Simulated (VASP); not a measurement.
# Cu (I4/mmm) in VASP: further runs

The runs below take Cu through single point, with r2SCAN.

All numbers are computed with VASP 6.6.1; they aren't measurements. Logs are shortened: lines on timing, memory, paths and dates and some standing lists are left out, and cuts for length are marked.

## Step 1: The cell of the first run

Symmetry: I4/mmm, No. 139, tetragonal system. Conventional cell: a = 2.982 Å, b = 2.982 Å, c = 2.620 Å, α = 90.00°, β = 90.00°, γ = 90.00°. Cu (site symmetry 4/mmm) has 14 Cu at 2.48 to 2.98 Å within 3.3 Å.

## Step 2: Single point, r2SCAN (biaxial strain in the a-b plane: +3.0 %, then relaxed in part)

File POSCAR:

```
Cu
1.0
    2.9822436818      0.0000000000      0.0000000000
    0.0000000000      2.9822436818      0.0000000000
    0.0000000000      0.0000000000      2.6198468343
Cu
2
Direct
    0.0000000000      0.0000000000      0.0000000000
    0.5000000000      0.5000000000      0.5000000000
```

File INCAR.step1:

```
PREC     = Accurate       # precision mode
ENCUT    = 520            # plane-wave cutoff, eV
ISMEAR   = 0              # smearing method
SIGMA    = 0.1            # smearing width, eV
LREAL    = False          # projectors in reciprocal space
LASPH    = True           # aspherical terms in the spheres
NELM     = 60             # most SCF steps
NBANDS   = 18             # bands
GGA      = PE             # functional
ALGO     = Normal         # electronic algorithm
EDIFF    = 1E-4           # SCF threshold, eV
LWAVE    = True           # write WAVECAR
LCHARG   = False          # write CHGCAR
```

File INCAR.step2:

```
PREC     = Accurate       # precision mode
ENCUT    = 520            # plane-wave cutoff, eV
EDIFF    = 1E-6           # SCF threshold, eV
ISMEAR   = 0              # smearing method
SIGMA    = 0.1            # smearing width, eV
LREAL    = False          # projectors in reciprocal space
LASPH    = True           # aspherical terms in the spheres
NELM     = 60             # most SCF steps
ALGO     = Normal         # electronic algorithm
ISIF     = 2              # what is computed and relaxed
LWAVE    = False          # write WAVECAR
LCHARG   = False          # write CHGCAR
METAGGA  = R2SCAN         # meta-GGA
LMIXTAU  = True         
NBANDS   = 18             # bands
ISTART   = 1
```

File KPOINTS:

```
regular mesh
0
Gamma
  18 18 18
```

Potentials or basis: VASP PAW PBE potentials, release 64 (Cu).

Run with:

```console
$ cat potpaw_PBE.64/Cu/POTCAR > POTCAR
$ cp INCAR.step1 INCAR
$ mpirun -np 1 vasp_std > vasp.out
$ cp INCAR.step2 INCAR
$ mpirun -np 1 vasp_std > vasp.out
```

OUTCAR:

```text
PREC = Accurate
   ENCUT = 520
   EDIFF = 1E-6
   ISMEAR = 0
   LREAL = False
   LASPH = True
   NELM = 60
   ISIF = 2
   METAGGA = R2SCAN
   ISTART = 1

 ion  position               nearest neighbor table
   1  0.000  0.000  0.000-   2 2.48   2 2.48   2 2.48   2 2.48   2 2.48   2 2.48   2 2.48   2 2.48

   2  0.500  0.500  0.500-   1 2.48   1 2.48   1 2.48   1 2.48   1 2.48   1 2.48   1 2.48   1 2.48

  LATTYP: Found a simple tetragonal cell.
 ALAT       =     2.9822436818
 C/A-ratio  =     0.8784818123

  Lattice vectors:

 A1 = (   2.9822436818,   0.0000000000,   0.0000000000)
 A2 = (   0.0000000000,   2.9822436818,   0.0000000000)
 A3 = (   0.0000000000,   0.0000000000,   2.6198468343)

Analysis of symmetry for initial positions (statically):
=====================================================================
 Subroutine PRICEL returns following result:

  LATTYP: Found a body centered tetragonal cell.
 ALAT       =     2.9822436818
 C/A-ratio  =     0.8784818123

  Lattice vectors:

 A1 = (  -1.4911218409,  -1.4911218409,  -1.3099234172)
 A2 = (   1.4911218409,   1.4911218409,  -1.3099234172)
 A3 = (   1.4911218409,  -1.4911218409,   1.3099234172)

   2 primitive cells build up your supercell.

 Routine SETGRP: Setting up the symmetry group for a
 simple tetragonal supercell.

 Subroutine GETGRP returns: Found 16 space group operations
 (whereof 16 operations were pure point group operations)
 out of a pool of 16 trial point group operations.

The static configuration has the point symmetry D_4h.

Analysis of symmetry for dynamics (positions and initial velocities):
=====================================================================
 Subroutine PRICEL returns following result:

  LATTYP: Found a body centered tetragonal cell.
 ALAT       =     2.9822436818
 C/A-ratio  =     0.8784818123

  Lattice vectors:

 A1 = (  -1.4911218409,  -1.4911218409,  -1.3099234172)
 A2 = (   1.4911218409,   1.4911218409,  -1.3099234172)
 A3 = (   1.4911218409,  -1.4911218409,   1.3099234172)

   2 primitive cells build up your supercell.

 Routine SETGRP: Setting up the symmetry group for a
 simple tetragonal supercell.

 Subroutine GETGRP returns: Found 16 space group operations
 (whereof 16 operations were pure point group operations)
 out of a pool of 16 trial point group operations.

[... 93 lines left out ...]
   LNONCOLLINEAR =      F non collinear calculations
   LSORBIT =      F    spin-orbit coupling
   LASPH  =      T    aspherical Exc in radial PAW
   ENCUT  =  520.0 eV  38.22 Ry    6.18 a.u.   5.54  5.54  4.87*2*pi/ulx,y,z
   NELM   =     60;   NELMIN=  2; NELMDL=  0     # of ELM steps
   EDIFF  = 0.1E-05   stopping-criterion for ELM
   LREAL  =      F    real-space projection
   EDIFFG = 0.1E-04   stopping-criterion for IOM
   NSW    =      0    number of steps for IOM
   IBRION =     -1    ionic relax: 0-MD 1-quasi-New 2-CG
   NFREE  =      0    steps in history (QN), initial steepest desc. (CG)
   ISIF   =      2    stress and relaxation
   ISYM   =      2    0-nonsym 1-usesym 2-fastsym
   POTIM  = 0.5000    time-step for ionic-motion
   TEBEG  =    0.0;   TEEND  =   0.0 temperature during run
   PSTRESS=    0.0 pullay stress
   NELECT =      22.0000    total number of electrons
   NUPDOWN=      -1.0000    fix difference up-down
   EMIN   =  10.00;   EMAX   =-10.00  energy-range for DOS
   EFERMI =   0.00;   METHOD = LEGACY
   ISMEAR =     0;   SIGMA  =   0.10  broadening in eV -4-tet -1-fermi 0-gaus
   EFERMI_NEDOS =   21; number of points for ismear=-14 and -15
   IALGO  =     38    algorithm
   IMIX   =      4    mixing-type and parameters
     AMIX     =   0.40;   BMIX     =  1.00
     AMIX_MAG =   1.60;   BMIX_MAG =  1.00
  volume/ion in A,a.u.               =      11.65        78.62
  Fermi-wavevector in a.u.,A,eV,Ry     =   1.606060  3.035013 35.095243  2.579428
  Thomas-Fermi vector in A             =   2.702307
   LORBIT       =      0    0 simple, 1 ext, 2 COOP (PROOUT), +10 PAW based schemes
   METAGGA = R2SCAN    functional components
   LHFCALC =     F    Hartree Fock is set to
   AEXX    =    0.0000 exact exchange contribution
   IVDW    =     0    specifies the selected vdW correction
   LEPSILON=     F    determine dielectric tensor
   LRPA    =     F    only Hartree local field effects (RPA)
 non-spin polarized calculation
 Gauss-broadening in eV      SIGMA  =   0.10
  energy-cutoff  :      520.00
  volume of cell :       23.30
 maximum number of plane-waves:       649
 NGX is ok and might be reduce to    24
   NGX = 11   NGY = 11   NGZ =  9

 number of electron      22.0000027 magnetization

 Free energy of the ion-electron system (eV)
  ---------------------------------------------------
  ext. energy  EPLUGINS =         0.00000000
  ---------------------------------------------------
  free energy    TOTEN  =       -21.57781208 eV

  energy without entropy =      -21.57466433  energy(sigma->0) =      -21.57623820

 E-fermi :   7.5758     XC(G=0): -13.8350

 val. band max:        7.5595869156   @ k =   0.3889   0.0000   0.1667
 cond. band min:       7.5768713602   @ k =   0.4444   0.1667   0.3889
 fundamental gap:      0.0172844446
 Fermi energy:         7.5758303179

 k-point     1 :       0.0000    0.0000    0.0000
  band No.  band energies     occupation
      1      -2.2040      2.00000
      2       2.6116      2.00000
      3       2.7116      2.00000
      4       3.9910      2.00000
      5       4.5388      2.00000
      6       4.5388      2.00000
[... 481 lines left out ...]
      5       4.4892      2.00000
      6       4.5993      2.00000
[... 10 lines left out ...]
     17      26.8829      0.00000
     18      28.7188      0.00000

 [... further k-points ...]

------------------------ aborting loop because EDIFF is reached ----------------------------------------

  FORCE on cell =-STRESS in cart. coord.  units (eV):
  Direction    XX          YY          ZZ          XY          YZ          ZX
  --------------------------------------------------------------------------------------
  -------------------------------------------------------------------------------------
  Total       -0.3226974     -0.3226974      0.1059983      0.0000000      0.0000000     -0.0000000
  in kB      -22.1893159    -22.1893159      7.2886553      0.0000000      0.0000000     -0.0000000
  external PRESSURE =     -12.3633255 kB  Pullay stress =       0.0000000 kB

 VOLUME and BASIS-vectors are now :
 -----------------------------------------------------------------------------
  energy-cutoff  :      520.00
  volume of cell :       23.30
      direct lattice vectors                 reciprocal lattice vectors
     2.982243682  0.000000000  0.000000000     0.335318004  0.000000000  0.000000000
     0.000000000  2.982243682  0.000000000     0.000000000  0.335318004  0.000000000
     0.000000000  0.000000000  2.619846834     0.000000000  0.000000000  0.381701704

 POSITION                                       TOTAL-FORCE (eV/Angst)
 -----------------------------------------------------------------------------------
      0.00000      0.00000      0.00000         0.000000     -0.000000      0.000000
      1.49112      1.49112      1.30992         0.000000      0.000000     -0.000000
 -----------------------------------------------------------------------------------
    total drift:                                0.000000      0.000000     -0.000000

  FREE ENERGIE OF THE ION-ELECTRON SYSTEM (eV)
  ---------------------------------------------------
  free  energy   TOTEN  =       -21.5778120751 eV

  energy  without entropy=      -21.5746643337  energy(sigma->0) =      -21.57623820
```

OUTCAR.step1:

```text
PREC = Accurate
   ENCUT = 520
   ISMEAR = 0
   LREAL = False
   LASPH = True
[... 748 lines left out ...]
      0.00000      0.00000      0.00000         0.000000     -0.000000      0.000000
      1.49112      1.49112      1.30992         0.000000      0.000000     -0.000000
 -----------------------------------------------------------------------------------
    total drift:                                0.000000      0.000000     -0.000000

  FREE ENERGIE OF THE ION-ELECTRON SYSTEM (eV)
  ---------------------------------------------------
  free  energy   TOTEN  =        -7.3687901016 eV

  energy  without entropy=       -7.3655203989  energy(sigma->0) =       -7.36715525
```

OSZICAR.step1:

```text
N       E                     dE             d eps       ncg     rms          rms(c)
DAV:   1     0.123480584333E+03    0.12348E+03   -0.10657E+04 21722   0.219E+03
DAV:   2    -0.269667998575E+01   -0.12618E+03   -0.11964E+03 19852   0.289E+02
DAV:   3    -0.910205505434E+01   -0.64054E+01   -0.61590E+01 21752   0.879E+01
DAV:   4    -0.917603806653E+01   -0.73983E-01   -0.73920E-01 22822   0.102E+01
DAV:   5    -0.917703965911E+01   -0.10016E-02   -0.10016E-02 23590   0.102E+00    0.108E+01
DAV:   6    -0.806903515269E+01    0.11080E+01   -0.11384E+01 21110   0.948E+01    0.535E+00
DAV:   7    -0.739419298413E+01    0.67484E+00   -0.22174E+00 21276   0.391E+01    0.824E-01
DAV:   8    -0.737220579656E+01    0.21987E-01   -0.14618E-02 21878   0.140E+00    0.437E-01
DAV:   9    -0.736876941030E+01    0.34364E-02   -0.57165E-03 22630   0.211E+00    0.393E-02
DAV:  10    -0.736879010161E+01   -0.20691E-04   -0.21087E-04 16388   0.234E-01
   1 F= -.73687901E+01 E0= -.73671553E+01  d E =-.326970E-02
```

It took 5.1 min on 1 thread of Intel Xeon Platinum 8488C (Sapphire Rapids), shared host; peak memory 0.29 GiB.

What came out:

| Item | Value |
| --- | --- |
| Free energy | -21.5778 eV |
| Pressure | -1.2 GPa |
| Band gap on the k mesh | zero (bands 11 and 12 overlap by 7.94 eV) |

Caveat: the cell differs from its parent crystal (biaxial strain in the a-b plane: +3.0 %, then relaxed in part); the PAW data sets were made with another functional, which shifts forces and pressure a little.

## Step 3: Single point, r2SCAN (biaxial strain in the a-b plane: +2.0 %)

File POSCAR:

```
Cu
1.0
    2.9532898596      0.0000000000      0.0000000000
    0.0000000000      2.9532898596      0.0000000000
    0.0000000000      0.0000000000      2.7057645119
Cu
2
Direct
    0.0000000000      0.0000000000      0.0000000000
    0.5000000000      0.5000000000      0.5000000000
```

INCAR.step1, as its differences from that of step 2:

```diff
@@ -6,3 +6,3 @@
 LASPH    = True           # aspherical terms in the spheres
-NELM     = 60             # most SCF steps
+NELM     = 80             # most SCF steps
 NBANDS   = 18             # bands
```

INCAR.step2, as its differences from that of step 2:

```diff
@@ -7,3 +7,3 @@
 LASPH    = True           # aspherical terms in the spheres
-NELM     = 60             # most SCF steps
+NELM     = 80             # most SCF steps
 ALGO     = Normal         # electronic algorithm
```

File KPOINTS:

```
Automatic mesh
0
Gamma
  18 18 18
```

Potentials or basis: VASP PAW PBE potentials, release 64 (Cu).

Run with:

```console
$ cat potpaw_PBE.64/Cu/POTCAR > POTCAR
$ cp INCAR.step1 INCAR
$ mpirun -np 1 vasp_std > vasp.out
$ cp INCAR.step2 INCAR
$ mpirun -np 1 vasp_std > vasp.out
```

Run time: 5.1 min. Hardware: 1 thread of Intel Xeon Platinum 8488C (Sapphire Rapids), shared host; peak memory 0.29 GiB.

Results (log left out):

```yaml
Free_energy: -21.5785 eV
Pressure: -3.5 GPa
Band_gap_on_the_k_mesh: zero (bands 11 and 12 overlap by 7.94 eV)
```

Levels at points of the mesh, in eV from the Fermi level:
| k point | band 9 | band 10 | band 11 | band 12 | band 13 | band 14 |
| --- | --- | --- | --- | --- | --- | --- |
| (0.00, 0.00, 0.00) | -1.66 | -1.66 | -1.56 | 7.54 | 7.54 | 11.10 |
| (0.50, 0.00, 0.00) | -2.37 | -2.37 | -1.59 | -1.59 | 13.90 | 13.90 |
| (0.50, 0.50, 0.00) | -1.50 | -1.50 | -1.05 | -1.05 | 3.96 | 3.96 |
| (0.00, 0.00, 0.50) | -2.48 | -2.48 | -0.87 | -0.87 | 14.89 | 14.89 |
| (0.50, 0.00, 0.50) | -1.46 | -1.46 | -0.35 | -0.35 | 4.96 | 4.96 |
| (0.50, 0.50, 0.50) | -1.99 | -1.99 | 6.35 | 6.35 | 6.97 | 6.97 |

Caveat: the cell differs from its parent crystal (biaxial strain in the a-b plane: +2.0 %); the cell stands under tension; the PAW data sets were made with another functional, which shifts forces and pressure a little.

## Step 4: Single point, r2SCAN (12.63 Å³/atom)

File POSCAR:

```
Cu
1.0
   -1.5055058535      1.5055058535      1.3927804370
    1.5055058535     -1.5055058535      1.3927804370
    1.5055058535      1.5055058535     -1.3927804370
Cu
1
Direct
    0.0000000000      0.0000000000      0.0000000000
```

File INCAR.step1:

```
ALGO = Normal
EDIFF = 1E-4
ENCUT = 520
GGA = PE
ISMEAR = 0
LASPH = True
LCHARG = False
LREAL = False
LWAVE = True
NBANDS = 12
NELM = 60
PREC = Accurate
SIGMA = 0.1
```

File INCAR.step2:

```
ALGO = Normal
EDIFF = 1E-6
ENCUT = 520
ISIF = 2
ISMEAR = 0
ISTART = 1
LASPH = True
LCHARG = False
LMIXTAU = True
LREAL = False
LWAVE = False
METAGGA = R2SCAN
NBANDS = 12
NELM = 60
PREC = Accurate
SIGMA = 0.1
```

File KPOINTS:

```
k-points
0
Gamma
  20 20 20
```

Potentials or basis: VASP PAW PBE potentials, release 64 (Cu).

Run with:

```console
$ cat potpaw_PBE.64/Cu/POTCAR > POTCAR
$ cp INCAR.step1 INCAR
$ mpirun -np 1 vasp_std > vasp.out
$ cp INCAR.step2 INCAR
$ mpirun -np 1 vasp_std > vasp.out
```

OUTCAR:

```text
EDIFF = 1E-6
   ENCUT = 520
   ISIF = 2
   ISMEAR = 0
   ISTART = 1
   LASPH = True
   LREAL = False
   METAGGA = R2SCAN
   NELM = 60
   PREC = Accurate

 ion  position               nearest neighbor table
   1  0.000  0.000  0.000-

  LATTYP: Found a body centered tetragonal cell.
 ALAT       =     3.0110117070
 C/A-ratio  =     0.9251245578

  Lattice vectors:

 A1 = (  -1.5055058535,   1.5055058535,   1.3927804370)
[... 539 lines left out ...]
     11      31.4644      0.00000
     12      38.9681      0.00000

 [... further k-points ...]

------------------------ aborting loop because EDIFF is reached ----------------------------------------

  FORCE on cell =-STRESS in cart. coord.  units (eV):
  Direction    XX          YY          ZZ          XY          YZ          ZX
  --------------------------------------------------------------------------------------
  -------------------------------------------------------------------------------------
  Total       -0.8934280     -0.8934280     -0.9039483      0.0000000     -0.0000000     -0.0000000
  in kB     -113.3607241   -113.3607241   -114.6955668      0.0000000     -0.0000000     -0.0000000
  external PRESSURE =    -113.8056717 kB  Pullay stress =       0.0000000 kB

 VOLUME and BASIS-vectors are now :
 -----------------------------------------------------------------------------
  energy-cutoff  :      520.00
  volume of cell :       12.63
      direct lattice vectors                 reciprocal lattice vectors
    -1.505505854  1.505505854  1.392780437     0.000000000  0.332114285  0.358994129
     1.505505854 -1.505505854  1.392780437     0.332114285  0.000000000  0.358994129
     1.505505854  1.505505854 -1.392780437     0.332114285  0.332114285  0.000000000

 POSITION                                       TOTAL-FORCE (eV/Angst)
 -----------------------------------------------------------------------------------
      0.00000      0.00000      0.00000        -0.000000      0.000000      0.000000
 -----------------------------------------------------------------------------------
    total drift:                                0.000000     -0.000000      0.000000

  FREE ENERGIE OF THE ION-ELECTRON SYSTEM (eV)
  ---------------------------------------------------
  free  energy   TOTEN  =       -10.7484978330 eV

  energy  without entropy=      -10.7461733790  energy(sigma->0) =      -10.74733561
```

OUTCAR.step1:

```text
EDIFF = 1E-4
   ENCUT = 520
   GGA = PE
   ISMEAR = 0
   LASPH = True
   LREAL = False
[... 575 lines left out ...]

 POSITION                                       TOTAL-FORCE (eV/Angst)
 -----------------------------------------------------------------------------------
      0.00000      0.00000      0.00000         0.000000     -0.000000      0.000000
 -----------------------------------------------------------------------------------
    total drift:                                0.000000     -0.000000      0.000000

  FREE ENERGIE OF THE ION-ELECTRON SYSTEM (eV)
  ---------------------------------------------------
  free  energy   TOTEN  =        -3.6818854047 eV

  energy  without entropy=       -3.6795112927  energy(sigma->0) =       -3.68069835
```

OSZICAR.step1:

```text
N       E                     dE             d eps       ncg     rms          rms(c)
DAV:   1     0.437706010564E+02    0.43771E+02   -0.53884E+03 16696   0.151E+03
DAV:   2    -0.316812427153E+01   -0.46939E+02   -0.43246E+02 15920   0.204E+02
DAV:   3    -0.454095216294E+01   -0.13728E+01   -0.13626E+01 17780   0.403E+01
DAV:   4    -0.454965963082E+01   -0.87075E-02   -0.87062E-02 17592   0.285E+00
DAV:   5    -0.454974853151E+01   -0.88901E-04   -0.88901E-04 17776   0.292E-01    0.750E+00
DAV:   6    -0.410479600427E+01    0.44495E+00   -0.14791E+01 17920   0.718E+01    0.425E+00
DAV:   7    -0.369275831354E+01    0.41204E+00   -0.24802E+00 18032   0.296E+01    0.538E-01
DAV:   8    -0.368353156628E+01    0.92267E-02   -0.49366E-03 18112   0.110E+00    0.308E-01
DAV:   9    -0.368189343052E+01    0.16381E-02   -0.10743E-02 18456   0.177E+00    0.390E-02
DAV:  10    -0.368188540467E+01    0.80259E-05   -0.73013E-05  9164   0.159E-01
   1 F= -.36818854E+01 E0= -.36806983E+01  d E =-.237411E-02
```

It used 210 s of CPU time on 1 thread of Intel Xeon 8259CL, on a shared host.

Results:

- Free energy: -10.7485 eV
- Pressure: -11.4 GPa
- Band gap on the k mesh: zero (an odd number of electrons rules out a gap without spin polarisation)

Levels at points of the mesh, in eV from the Fermi level:
```tsv
k point	band 3	band 4	band 5	band 6	band 7	band 8	band 9	band 10
(0.00, 0.00, 0.00)	-2.89	-2.88	-2.25	-1.96	24.37	24.37	26.70	28.02
(0.50, 0.00, 0.00)	-2.12	-1.84	-1.40	-0.21	4.55	16.95	17.08	20.72
(0.50, 0.50, 0.00)	-2.32	-2.07	-1.44	-0.79	3.70	19.15	19.22	22.69
(0.50, 0.50, 0.50)	-1.58	-1.58	-1.50	7.41	7.41	10.42	12.74	13.32
```

Caveat: the cell stands under tension; the PAW data sets were made with another functional, which shifts forces and pressure a little.

## Step 5: The runs side by side

| cell | k mesh | gap on the mesh (eV) | pressure (GPa) |
| --- | --- | --- | --- |
| a = 2.982, b = 2.982, c = 2.620 Å, 2 atoms, atomic positions A | 18 × 18 × 18 | none | -1.2 |
| a = 2.953, b = 2.953, c = 2.706 Å, 2 atoms, atomic positions A | 18 × 18 × 18 | none | -3.5 |
| a = 2.544 Å, angles 107.4, 107.4, 113.6°, 1 atom, atomic positions B | 20 × 20 × 20 | none | -11.4 |

Alike in all rows: task single point; level r2SCAN; potentials or basis VASP PAW PBE potentials, release 64 (Cu); no spin polarisation; cutoff (eV) 520; smearing gaussian 0.1 eV.

Caveats: the PAW data sets were made with another functional, which shifts forces and pressure a little; the cell stands under tension (at least some runs).

Absolute energies hang on the potentials; compare differences alone.

The gap in the log of VASP goes by the Fermi energy; the results here count the filled bands.